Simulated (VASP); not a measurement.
# Ti (P6_3/mmc) in VASP: single point with r2SCAN

Aim: the single point of Ti with r2SCAN.

Everything below comes from runs of VASP 6.6.1. Logs are shortened: lines on timing, memory, paths and dates and some standing lists are left out, and cuts for length are marked.

## (1) The cell of the first run

It takes space group P6_3/mmc (No. 194, hexagonal). The conventional cell has a = 2.858 Å, b = 2.858 Å, c = 4.993 Å, α = 90.00°, β = 90.00°, γ = 120.00°. Ti (site symmetry -6m2) has 12 Ti at 2.86 to 2.99 Å within 3.8 Å.

## (2) Single point, r2SCAN

Input file POSCAR:

```
Ti
1.0
    2.8577493804      0.0000000000      0.0000000000
   -1.4288746902      2.4748835611      0.0000000000
    0.0000000000      0.0000000000      4.9934120815
Ti
2
Direct
    0.3333333333      0.6666666667      0.2500000000
    0.6666666667      0.3333333333      0.7500000000
```

Input file INCAR.step1:

```
PREC     = Accurate       # precision mode
ENCUT    = 520            # plane-wave cutoff, eV
ISMEAR   = 0              # smearing method
SIGMA    = 0.15           # smearing width, eV
LREAL    = False          # projectors in reciprocal space
LASPH    = True           # aspherical terms in the spheres
NELM     = 100            # most SCF steps
NBANDS   = 19             # bands
GGA      = PE             # functional
ALGO     = Normal         # electronic algorithm
EDIFF    = 1E-4           # SCF threshold, eV
LWAVE    = True           # write WAVECAR
LCHARG   = False          # write CHGCAR
```

Input file INCAR.step2:

```
PREC     = Accurate       # precision mode
ENCUT    = 520            # plane-wave cutoff, eV
EDIFF    = 1E-6           # SCF threshold, eV
ISMEAR   = 0              # smearing method
SIGMA    = 0.15           # smearing width, eV
LREAL    = False          # projectors in reciprocal space
LASPH    = True           # aspherical terms in the spheres
NELM     = 100            # most SCF steps
ALGO     = Normal         # electronic algorithm
ISIF     = 2              # what is computed and relaxed
LWAVE    = False          # write WAVECAR
LCHARG   = False          # write CHGCAR
METAGGA  = R2SCAN         # meta-GGA
LMIXTAU  = True         
NBANDS   = 19             # bands
ISTART   = 1
```

Input file KPOINTS:

```
Automatic mesh
0
Gamma
  21 21 12
```

Potentials or basis: VASP PAW PBE potentials, release 64 (Ti_sv).

Started as:

```sh
cat potpaw_PBE.64/Ti_sv/POTCAR > POTCAR
cp INCAR.step1 INCAR
mpirun -np 1 vasp_std > vasp.out
cp INCAR.step2 INCAR
mpirun -np 1 vasp_std > vasp.out
```

OUTCAR:

```text
PREC = Accurate
   ENCUT = 520
   EDIFF = 1E-6
   ISMEAR = 0
   LREAL = False
   LASPH = True
   NELM = 100
   ISIF = 2
   METAGGA = R2SCAN
   ISTART = 1

 ion  position               nearest neighbor table
   1  0.333  0.667  0.250-
   2  0.667  0.333  0.750-

  LATTYP: Found a hexagonal cell.
 ALAT       =     2.8577493804
 C/A-ratio  =     1.7473233012

  Lattice vectors:

 A1 = (   2.8577493804,   0.0000000000,   0.0000000000)
 A2 = (  -1.4288746902,   2.4748835611,   0.0000000000)
 A3 = (   0.0000000000,   0.0000000000,   4.9934120815)

Analysis of symmetry for initial positions (statically):
=====================================================================
 Subroutine PRICEL returns:
 Original cell was already a primitive cell.

 Routine SETGRP: Setting up the symmetry group for a
 hexagonal supercell.

 Subroutine GETGRP returns: Found 24 space group operations
 (whereof 12 operations were pure point group operations)
 out of a pool of 24 trial point group operations.

The static configuration has the point symmetry D_3d.
 The point group associated with its full space group is D_6h.

Analysis of symmetry for dynamics (positions and initial velocities):
=====================================================================
 Subroutine PRICEL returns:
 Original cell was already a primitive cell.

 Routine SETGRP: Setting up the symmetry group for a
 hexagonal supercell.

 Subroutine GETGRP returns: Found 24 space group operations
 (whereof 12 operations were pure point group operations)
 out of a pool of 24 trial point group operations.

The dynamic configuration has the point symmetry D_3d.
 The point group associated with its full space group is D_6h.

 Subroutine INISYM returns: Found 24 space group operations
 (whereof 12 operations are pure point group operations),
 and found     1 'primitive' translations

----------------------------------------------------------------------------------------

                                     Primitive cell

  volume of cell :      35.3164

  direct lattice vectors                    reciprocal lattice vectors
     2.857749380  0.000000000  0.000000000     0.349925717  0.202029707  0.000000000
    -1.428874690  2.474883561  0.000000000     0.000000000  0.404059413  0.000000000
     0.000000000  0.000000000  4.993412081     0.000000000  0.000000000  0.200263864

  length of vectors
     2.857749380  2.857749380  4.993412081     0.404059413  0.404059413  0.200263864

  position of ions in fractional coordinates (direct lattice)
     0.333333333  0.666666667  0.250000000
     0.666666667  0.333333333  0.750000000

  ion indices of the primitive-cell ions
   primitive index   ion index
                 1           1
                 2           2

----------------------------------------------------------------------------------------

 KPOINTS: Automatic mesh

Automatic generation of k-mesh.
 Grid dimensions read from file:
 generate k-points for:   21   21   12

 Generating k-lattice:

  Cartesian coordinates                     Fractional coordinates (reciprocal lattice)
     0.016663129  0.009620462  0.000000000     0.047619048  0.000000000  0.000000000
     0.000000000  0.019240924  0.000000000     0.000000000  0.047619048  0.000000000
     0.000000000  0.000000000  0.016688655     0.000000000  0.000000000  0.083333333

  Length of vectors
     0.019240924  0.019240924  0.016688655

  Shift w.r.t. Gamma in fractional coordinates (k-lattice)
     0.000000000  0.000000000  0.000000000

 Subroutine IBZKPT returns following result:
 ===========================================

 Found    336 irreducible k-points:

 Following reciprocal coordinates:
            Coordinates               Weight
  0.000000  0.000000  0.000000      1.000000
  0.047619 -0.000000  0.000000      6.000000
  0.095238  0.000000  0.000000      6.000000
  0.142857  0.000000  0.000000      6.000000
  0.190476  0.000000  0.000000      6.000000
  0.238095 -0.000000  0.000000      6.000000
[... 16 lines left out ...]
  0.142857  0.095238  0.000000     12.000000
  0.190476  0.095238  0.000000     12.000000
 [... further k-points ...]
   k-points           NKPTS =    336   k-points in BZ     NKDIM =    336   number of bands    NBANDS=     19
   number of dos      NEDOS =    301   number of ions     NIONS =      2
   total plane-waves  NPLWV =  23040
   dimension x,y,z NGX =    24 NGY =   24 NGZ =   40
   dimension x,y,z NGXF=    48 NGYF=   48 NGZF=   80
   ions per type =               2
   NGX,Y,Z   is equivalent  to a cutoff of  13.96, 13.96, 13.32 a.u.
   NGXF,Y,Z  is equivalent  to a cutoff of  27.92, 27.92, 26.63 a.u.
 SYSTEM =  unknown system
   PREC   = accura    normal or accurate (medium, high low for compatibility)
   ISTART =      1    job   : 0-new  1-cont  2-samecut
   ICHARG =      0    charge: 1-file 2-atom 10-const
   ISPIN  =      1    spin polarized calculation?
   LNONCOLLINEAR =      F non collinear calculations
   LSORBIT =      F    spin-orbit coupling
   LASPH  =      T    aspherical Exc in radial PAW
   ENCUT  =  520.0 eV  38.22 Ry    6.18 a.u.   5.31  5.31  9.28*2*pi/ulx,y,z
   NELM   =    100;   NELMIN=  2; NELMDL=  0     # of ELM steps
   EDIFF  = 0.1E-05   stopping-criterion for ELM
   LREAL  =      F    real-space projection
   EDIFFG = 0.1E-04   stopping-criterion for IOM
   NSW    =      0    number of steps for IOM
   IBRION =     -1    ionic relax: 0-MD 1-quasi-New 2-CG
   NFREE  =      0    steps in history (QN), initial steepest desc. (CG)
   ISIF   =      2    stress and relaxation
   ISYM   =      2    0-nonsym 1-usesym 2-fastsym
   POTIM  = 0.5000    time-step for ionic-motion
   TEBEG  =    0.0;   TEEND  =   0.0 temperature during run
   PSTRESS=    0.0 pullay stress
   NELECT =      24.0000    total number of electrons
   NUPDOWN=      -1.0000    fix difference up-down
   EMIN   =  10.00;   EMAX   =-10.00  energy-range for DOS
   EFERMI =   0.00;   METHOD = LEGACY
   ISMEAR =     0;   SIGMA  =   0.15  broadening in eV -4-tet -1-fermi 0-gaus
   EFERMI_NEDOS =   21; number of points for ismear=-14 and -15
   IALGO  =     38    algorithm
   IMIX   =      4    mixing-type and parameters
     AMIX     =   0.40;   BMIX     =  1.00
     AMIX_MAG =   1.60;   BMIX_MAG =  1.00
  volume/ion in A,a.u.               =      17.66       119.16
  Fermi-wavevector in a.u.,A,eV,Ry     =   1.439306  2.719894 28.185854  2.071602
  Thomas-Fermi vector in A             =   2.558176
   LORBIT       =      0    0 simple, 1 ext, 2 COOP (PROOUT), +10 PAW based schemes
   METAGGA = R2SCAN    functional components
   LHFCALC =     F    Hartree Fock is set to
   AEXX    =    0.0000 exact exchange contribution
   IVDW    =     0    specifies the selected vdW correction
   LEPSILON=     F    determine dielectric tensor
   LRPA    =     F    only Hartree local field effects (RPA)
 non-spin polarized calculation
 Gauss-broadening in eV      SIGMA  =   0.15
  energy-cutoff  :      520.00
  volume of cell :       35.32
 maximum number of plane-waves:       978
 NGX is ok and might be reduce to    24
   NGX = 11   NGY = 11   NGZ = 19

 number of electron      24.0000003 magnetization

 Free energy of the ion-electron system (eV)
  ---------------------------------------------------
  ext. energy  EPLUGINS =         0.00000000
  ---------------------------------------------------
  free energy    TOTEN  =       -25.81570256 eV

  energy without entropy =      -25.79373462  energy(sigma->0) =      -25.80471859

 E-fermi :   8.2026     XC(G=0): -12.3067

 val. band max:        8.2024421319   @ k =   0.1905   0.0476   0.2500
 cond. band min:       8.2052637102   @ k =   0.0476  -0.0000   0.3333
 fundamental gap:      0.0028215783
 Fermi energy:         8.2025583987

 k-point     1 :       0.0000    0.0000    0.0000
  band No.  band energies     occupation
      1     -50.9993      2.00000
      2     -50.9081      2.00000
      3     -26.4636      2.00000
      4     -25.9034      2.00000
      5     -25.8305      2.00000
      6     -25.8305      2.00000
[... 11 lines left out ...]
     18      10.5227      0.00000
     19      11.6269      0.00000

 k-point     2 :       0.0476   -0.0000    0.0000
  band No.  band energies     occupation
      1     -50.9966      2.00000
      2     -50.9064      2.00000
      3     -26.4587      2.00000
      4     -25.9041      2.00000
      5     -25.8444      2.00000
      6     -25.8344      2.00000
[... 11 lines left out ...]
     18      10.4852      0.00000
     19      11.6411      0.00000

 k-point     3 :       0.0952    0.0000    0.0000
  band No.  band energies     occupation
      1     -50.9887      2.00000
      2     -50.9011      2.00000
      3     -26.4441      2.00000
      4     -25.9065      2.00000
      5     -25.8850      2.00000
      6     -25.8457      2.00000
[... 11 lines left out ...]
     18      10.3825      0.00000
     19      11.6762      0.00000

 k-point     4 :       0.1429    0.0000    0.0000
  band No.  band energies     occupation
      1     -50.9761      2.00000
      2     -50.8930      2.00000
      3     -26.4207      2.00000
      4     -25.9487      2.00000
      5     -25.9107      2.00000
      6     -25.8930      2.00000
[... 11 lines left out ...]
     18      10.2363      0.00000
     19      11.7175      0.00000

 k-point     5 :       0.1905    0.0000    0.0000
  band No.  band energies     occupation
      1     -50.9599      2.00000
      2     -50.8827      2.00000
      3     -26.3898      2.00000
      4     -26.0300      2.00000
      5     -25.9728      2.00000
      6     -25.9172      2.00000
[... 11 lines left out ...]
     18      10.2544      0.00000
     19      11.7538      0.00000
[... 334 lines left out ...]
      2     -50.8358      2.00000
      3     -26.4537      2.00000
      4     -26.3702      2.00000
      5     -26.1740      2.00000
      6     -26.0028      2.00000
[... 11 lines left out ...]
     18      12.0523      0.00000
     19      12.7831      0.00000

 k-point    22 :       0.0952    0.0952    0.0000
  band No.  band energies     occupation
      1     -50.9690      2.00000
      2     -50.8884      2.00000
      3     -26.4072      2.00000
      4     -25.9742      2.00000
      5     -25.9407      2.00000
      6     -25.9134      2.00000
[... 11 lines left out ...]
     18      10.2473      0.00000
     19      11.6937      0.00000

 k-point    23 :       0.1429    0.0952    0.0000
  band No.  band energies     occupation
      1     -50.9533      2.00000
      2     -50.8787      2.00000
      3     -26.3771      2.00000
      4     -26.0448      2.00000
      5     -26.0137      2.00000
      6     -25.9201      2.00000
[... 11 lines left out ...]
     18      10.4556      0.00000
     19      11.6968      0.00000

 k-point    24 :       0.1905    0.0952    0.0000
  band No.  band energies     occupation
      1     -50.9354      2.00000
      2     -50.8680      2.00000
      3     -26.3413      2.00000
      4     -26.1281      2.00000
      5     -26.0900      2.00000
      6     -25.9295      2.00000
[... 11 lines left out ...]
     18      10.8426      0.00000
     19      11.6986      0.00000

 [... further k-points ...]
[... 5 lines left out ...]
  --------------------------------------------------------------------------------------
  -------------------------------------------------------------------------------------
  Total        0.5167211      0.5167211     -2.2554808      0.0000000      0.0000000      0.0000000
  in kB       23.4417744     23.4417744   -102.3230316      0.0000000      0.0000000      0.0000000
  external PRESSURE =     -18.4798276 kB  Pullay stress =       0.0000000 kB

 VOLUME and BASIS-vectors are now :
 -----------------------------------------------------------------------------
  energy-cutoff  :      520.00
  volume of cell :       35.32
      direct lattice vectors                 reciprocal lattice vectors
     2.857749380  0.000000000  0.000000000     0.349925717  0.202029707  0.000000000
    -1.428874690  2.474883561  0.000000000     0.000000000  0.404059413  0.000000000
     0.000000000  0.000000000  4.993412081     0.000000000  0.000000000  0.200263864

 POSITION                                       TOTAL-FORCE (eV/Angst)
 -----------------------------------------------------------------------------------
     -0.00000      1.64992      1.24835        -0.000000      0.000000      0.000000
      1.42887      0.82496      3.74506         0.000000     -0.000000      0.000000
 -----------------------------------------------------------------------------------
    total drift:                                0.000000     -0.000000      0.000000

  FREE ENERGIE OF THE ION-ELECTRON SYSTEM (eV)
  ---------------------------------------------------
  free  energy   TOTEN  =       -25.8157025559 eV

  energy  without entropy=      -25.7937346195  energy(sigma->0) =      -25.80471859
```

Wall time 6.7 min (1 thread of AMD EPYC 9R45 (Zen 5), shared host); peak memory 0.28 GiB.

What came out:

```yaml
Free_energy: -25.8157 eV
Pressure: -1.8 GPa
Band_gap_on_the_k_mesh: zero (bands 12 and 13 overlap by 0.77 eV)
```

Stress tensor (GPa, compression positive):
```
  2.34   0.00   0.00
  0.00   2.34   0.00
  0.00   0.00 -10.23
```

Caveat: the PAW data sets were made with another functional, which shifts forces and pressure a little.
